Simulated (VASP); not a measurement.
# FeRu (P-6m2) in VASP: further runs, part 2 of 2

VASP 6.6.1. The steps go on from the part before.

**3. Single point, LDA, collinear spin, ferrimagnetic start**

Input file INCAR:

```
SYSTEM = FeRu
PREC = Accurate
ENCUT = 520
EDIFF = 1E-6
ISMEAR = -1
SIGMA = 0.05
LREAL = .FALSE.
LASPH = .TRUE.
NELM = 150
ALGO = Normal
ISIF = 2
LWAVE = .FALSE.
LCHARG = .FALSE.
ISPIN = 2
MAGMOM = 3 -1.5
LORBIT = 11
LMAXMIX = 4
GGA = CA
NBANDS = 22
```

Input file KPOINTS:

```
regular mesh
0
G
  12 12 7
  0 0 0
```

Input file POSCAR:

```
FeRu
1.0
    2.6428014205      0.0000000000      0.0000000000
   -1.3214007102      2.2887331673      0.0000000000
    0.0000000000      0.0000000000      4.0702270000
Fe Ru
1 1
Direct
    0.0000000000      0.0000000000      0.5000000000
    0.6666666667      0.3333333333      0.0000000000
```

Potentials or basis: VASP PAW LDA potentials, release 64 (Fe, Ru_pv).

The run is started by

```sh
$ cat potpaw_LDA.64/Fe/POTCAR potpaw_LDA.64/Ru_pv/POTCAR > POTCAR
$ mpirun -np 1 vasp_std > vasp.out
```

OUTCAR:

```text
SYSTEM = FeRu
   PREC = Accurate
   ENCUT = 520
   EDIFF = 1E-6
   ISMEAR = -1
   LREAL = .FALSE.
   LASPH = .TRUE.
   NELM = 150
   ISIF = 2
   ISPIN = 2
   LORBIT = 11
   GGA = CA

 ion  position               nearest neighbor table
   1  0.000  0.000  0.500-   2 2.54   2 2.54   2 2.54   2 2.54   2 2.54   2 2.54
   2  0.667  0.333  0.000-   1 2.54   1 2.54   1 2.54   1 2.54   1 2.54   1 2.54

  LATTYP: Found a hexagonal cell.
 ALAT       =     2.6428014205
 C/A-ratio  =     1.5401183640

  Lattice vectors:

 A1 = (   2.6428014205,   0.0000000000,   0.0000000000)
 A2 = (  -1.3214007102,   2.2887331673,   0.0000000000)
 A3 = (   0.0000000000,   0.0000000000,   4.0702270000)

Analysis of symmetry for initial positions (statically):
=====================================================================
 Subroutine PRICEL returns:
 Original cell was already a primitive cell.

 Routine SETGRP: Setting up the symmetry group for a
 hexagonal supercell.

 Subroutine GETGRP returns: Found 12 space group operations
 (whereof 12 operations were pure point group operations)
 out of a pool of 24 trial point group operations.

The static configuration has the point symmetry D_3h.

Analysis of symmetry for dynamics (positions and initial velocities):
=====================================================================
 Subroutine PRICEL returns:
 Original cell was already a primitive cell.

 Routine SETGRP: Setting up the symmetry group for a
 hexagonal supercell.

 Subroutine GETGRP returns: Found 12 space group operations
 (whereof 12 operations were pure point group operations)
 out of a pool of 24 trial point group operations.

The dynamic configuration has the point symmetry D_3h.

Analysis of structural, dynamic, and magnetic symmetry:
=====================================================================
 Subroutine PRICEL returns:
 Original cell was already a primitive cell.

 Routine SETGRP: Setting up the symmetry group for a
 hexagonal supercell.

 Subroutine GETGRP returns: Found 12 space group operations
 (whereof 12 operations were pure point group operations)
 out of a pool of 24 trial point group operations.

The overall configuration has the point symmetry D_3h.

 Subroutine INISYM returns: Found 12 space group operations
 (whereof 12 operations are pure point group operations),
 and found     1 'primitive' translations

----------------------------------------------------------------------------------------

                                     Primitive cell

  volume of cell :      24.6194

  direct lattice vectors                    reciprocal lattice vectors
     2.642801421  0.000000000  0.000000000     0.378386356  0.218461465  0.000000000
    -1.321400710  2.288733167  0.000000000     0.000000000  0.436922929  0.000000000
     0.000000000  0.000000000  4.070227000     0.000000000  0.000000000  0.245686543

  length of vectors
     2.642801421  2.642801420  4.070227000     0.436922929  0.436922929  0.245686543

  position of ions in fractional coordinates (direct lattice)
     0.000000000  0.000000000  0.500000000
     0.666666667  0.333333333  0.000000000

  ion indices of the primitive-cell ions
   primitive index   ion index
[... 58 lines left out ...]
   total plane-waves  NPLWV =  12000
   dimension x,y,z NGX =    20 NGY =   20 NGZ =   30
   dimension x,y,z NGXF=    40 NGYF=   40 NGZF=   60
   ions per type =               1   1
   NGX,Y,Z   is equivalent  to a cutoff of  12.58, 12.58, 12.25 a.u.
   NGXF,Y,Z  is equivalent  to a cutoff of  25.16, 25.16, 24.51 a.u.
 SYSTEM =  FeRu
   PREC   = accura    normal or accurate (medium, high low for compatibility)
   ISTART =      0    job   : 0-new  1-cont  2-samecut
   ICHARG =      2    charge: 1-file 2-atom 10-const
   ISPIN  =      2    spin polarized calculation?
   LNONCOLLINEAR =      F non collinear calculations
   LSORBIT =      F    spin-orbit coupling
   LASPH  =      T    aspherical Exc in radial PAW
   ENCUT  =  520.0 eV  38.22 Ry    6.18 a.u.   4.91  4.91  7.57*2*pi/ulx,y,z
   NELM   =    150;   NELMIN=  2; NELMDL= -5     # of ELM steps
   EDIFF  = 0.1E-05   stopping-criterion for ELM
   LREAL  =      F    real-space projection
   EDIFFG = 0.1E-04   stopping-criterion for IOM
   NSW    =      0    number of steps for IOM
   IBRION =     -1    ionic relax: 0-MD 1-quasi-New 2-CG
   NFREE  =      0    steps in history (QN), initial steepest desc. (CG)
   ISIF   =      2    stress and relaxation
   ISYM   =      2    0-nonsym 1-usesym 2-fastsym
   POTIM  = 0.5000    time-step for ionic-motion
   TEBEG  =    0.0;   TEEND  =   0.0 temperature during run
   PSTRESS=    0.0 pullay stress
   NELECT =      22.0000    total number of electrons
   NUPDOWN=      -1.0000    fix difference up-down
   EMIN   =  10.00;   EMAX   =-10.00  energy-range for DOS
   EFERMI =   0.00;   METHOD = LEGACY
   ISMEAR =    -1;   SIGMA  =   0.05  broadening in eV -4-tet -1-fermi 0-gaus
   EFERMI_NEDOS =   21; number of points for ismear=-14 and -15
   IALGO  =     38    algorithm
   IMIX   =      4    mixing-type and parameters
     AMIX     =   0.40;   BMIX     =  1.00
     AMIX_MAG =   1.60;   BMIX_MAG =  1.00
  volume/ion in A,a.u.               =      12.31        83.07
  Fermi-wavevector in a.u.,A,eV,Ry     =   1.576847  2.979809 33.830167  2.486447
  Thomas-Fermi vector in A             =   2.677619
   LORBIT       =     11    0 simple, 1 ext, 2 COOP (PROOUT), +10 PAW based schemes
   GGA     = CA    functional components
   LHFCALC =     F    Hartree Fock is set to
   AEXX    =    0.0000 exact exchange contribution
   IVDW    =     0    specifies the selected vdW correction
   LEPSILON=     F    determine dielectric tensor
   LRPA    =     F    only Hartree local field effects (RPA)
 spin polarized calculation
  energy-cutoff  :      520.00
  volume of cell :       24.62
 maximum number of plane-waves:       687
 NGX is ok and might be reduce to    20
   NGX =  9   NGY =  9   NGZ = 15

 number of electron      21.9999995 magnetization       0.0022782

 Free energy of the ion-electron system (eV)
  ---------------------------------------------------
  ext. energy  EPLUGINS =         0.00000000
  ---------------------------------------------------
  free energy    TOTEN  =       -19.82629598 eV

  energy without entropy =      -19.80779365  energy(sigma->0) =      -19.81704481

 E-fermi :   9.6369     XC(G=0): -14.0244

 val. band max:        9.6342163817   @ k =   0.1667   0.0833   0.2857
 cond. band min:       9.6411873095   @ k =   0.3333   0.0833   0.2857
 fundamental gap:      0.0069709279
 Fermi energy:         9.6369323117

 spin component 1

 k-point     1 :       0.0000    0.0000    0.0000
  band No.  band energies     occupation
      1     -33.2194      1.00000
      2     -32.7179      1.00000
      3     -32.7179      1.00000
      4       1.4444      1.00000
      5       3.9765      1.00000
      6       7.2393      1.00000
[... 589 lines left out ...]
     21      28.2784      0.00000
     22      31.3067      0.00000

 [... further k-points ...]

 spin component 2

 k-point     1 :       0.0000    0.0000    0.0000
  band No.  band energies     occupation
      1     -33.2197      1.00000
      2     -32.7181      1.00000
      3     -32.7181      1.00000
      4       1.4446      1.00000
      5       3.9767      1.00000
      6       7.2393      1.00000
[... 589 lines left out ...]
     21      28.2787      0.00000
     22      31.3068      0.00000

 [... further k-points ...]
[... 5 lines left out ...]
  --------------------------------------------------------------------------------------
  -------------------------------------------------------------------------------------
  Total       -3.0654347     -3.0654347     -2.9993555     -0.0000000      0.0000000      0.0000000
  in kB     -199.4914680   -199.4914680   -195.1911828     -0.0000000      0.0000000      0.0000000
  external PRESSURE =    -198.0580396 kB  Pullay stress =       0.0000000 kB

 VOLUME and BASIS-vectors are now :
 -----------------------------------------------------------------------------
  energy-cutoff  :      520.00
  volume of cell :       24.62
      direct lattice vectors                 reciprocal lattice vectors
     2.642801421  0.000000000  0.000000000     0.378386356  0.218461465  0.000000000
    -1.321400710  2.288733167  0.000000000     0.000000000  0.436922929  0.000000000
     0.000000000  0.000000000  4.070227000     0.000000000  0.000000000  0.245686543

 POSITION                                       TOTAL-FORCE (eV/Angst)
 -----------------------------------------------------------------------------------
      0.00000      0.00000      2.03511        -0.000000      0.000000      0.000000
      1.32140      0.76291      0.00000         0.000000      0.000000      0.000000
 -----------------------------------------------------------------------------------
    total drift:                               -0.000000      0.000000      0.000000

  FREE ENERGIE OF THE ION-ELECTRON SYSTEM (eV)
  ---------------------------------------------------
  free  energy   TOTEN  =       -19.8262959763 eV

  energy  without entropy=      -19.8077936507  energy(sigma->0) =      -19.81704481

 total charge

# of ion       s       p       d       tot
------------------------------------------
    1        0.477   0.540   6.294   7.311
    2        0.428   6.326   5.968  12.722
--------------------------------------------------
tot          0.905   6.865  12.262  20.033

 magnetization (x)

# of ion       s       p       d       tot
------------------------------------------
    1       -0.000  -0.000   0.002   0.002
    2       -0.000  -0.000  -0.000  -0.000
--------------------------------------------------
tot         -0.000  -0.000   0.002   0.002
```

OSZICAR:

```text
N       E                     dE             d eps       ncg     rms          rms(c)
DAV:   1     0.170109210584E+03    0.17011E+03   -0.11586E+04  6904   0.122E+03
DAV:   2    -0.165582102739E+02   -0.18667E+03   -0.17755E+03  6880   0.319E+02
DAV:   3    -0.218667268278E+02   -0.53085E+01   -0.52367E+01  8390   0.627E+01
DAV:   4    -0.219243685278E+02   -0.57642E-01   -0.57570E-01  6944   0.627E+00
DAV:   5    -0.219253348728E+02   -0.96635E-03   -0.96634E-03  7940   0.863E-01    0.210E+01
DAV:   6    -0.316467116144E+02   -0.97214E+01   -0.78343E+01  7914   0.925E+01    0.377E+01
DAV:   7    -0.198316149027E+02    0.11815E+02   -0.30920E+01  8670   0.703E+01    0.393E+00
DAV:   8    -0.198266562125E+02    0.49587E-02   -0.58630E-01  8338   0.519E+00    0.269E+00
DAV:   9    -0.198240528170E+02    0.26034E-02   -0.12825E-02  9894   0.103E+00    0.145E+00
DAV:  10    -0.198244252953E+02   -0.37248E-03   -0.70024E-02  8982   0.222E+00    0.616E-01
DAV:  11    -0.198261098085E+02   -0.16845E-02   -0.91426E-03  9898   0.836E-01    0.168E-01
DAV:  12    -0.198260472591E+02    0.62549E-04   -0.41141E-04  9556   0.159E-01    0.149E-01
DAV:  13    -0.198261391153E+02   -0.91856E-04   -0.34968E-04  9374   0.171E-01    0.756E-02
DAV:  14    -0.198262056859E+02   -0.66571E-04   -0.29984E-04  9522   0.160E-01    0.605E-02
DAV:  15    -0.198262298910E+02   -0.24205E-04   -0.44885E-05 10184   0.589E-02    0.478E-02
DAV:  16    -0.198262831532E+02   -0.53262E-04   -0.45770E-04  8316   0.197E-01    0.242E-02
DAV:  17    -0.198262954011E+02   -0.12248E-04   -0.18039E-04 10156   0.119E-01    0.519E-03
DAV:  18    -0.198262959763E+02   -0.57524E-06   -0.46866E-06  5926   0.173E-02
   1 F= -.19826296E+02 E0= -.19817045E+02  d E =-.185023E-01  mag=     0.0001
```

Run time: 2 min. Hardware: 1 thread of Intel Xeon 8259CL, shared host; peak memory 0.18 GiB.

Results:

```yaml
Free_energy: -19.8263 eV
Pressure: -19.8 GPa
Band_gap_on_the_k_mesh: zero (filled and empty bands overlap)
Net_moment: 0.00 μB per cell
Valence_electrons_inside_the_program's_atomic_spheres: Fe 7.31; Ru 12.72
```

Levels at points of the mesh, in eV from the Fermi level:
Spin up:
```tsv
k point	band 9	band 10	band 11	band 12	band 13	band 14
(0.00, 0.00, 0.00)	-1.15	-1.15	-1.12	-1.12	1.01	1.01
(0.50, 0.00, 0.00)	-1.42	-0.99	0.54	1.46	2.03	2.89
```
Spin down:
```csv
k point,band 7,band 8,band 9,band 10,band 11,band 12,band 13,band 14,band 15,band 16
"(0.00, 0.00, 0.00)",-2.40,-1.51,-1.14,-1.14,-1.12,-1.12,1.01,1.01,1.27,9.71
"(0.50, 0.00, 0.00)",-2.42,-1.91,-1.42,-0.99,0.54,1.47,2.03,2.89,5.71,9.94
```

Caveat: the cell stands under tension.
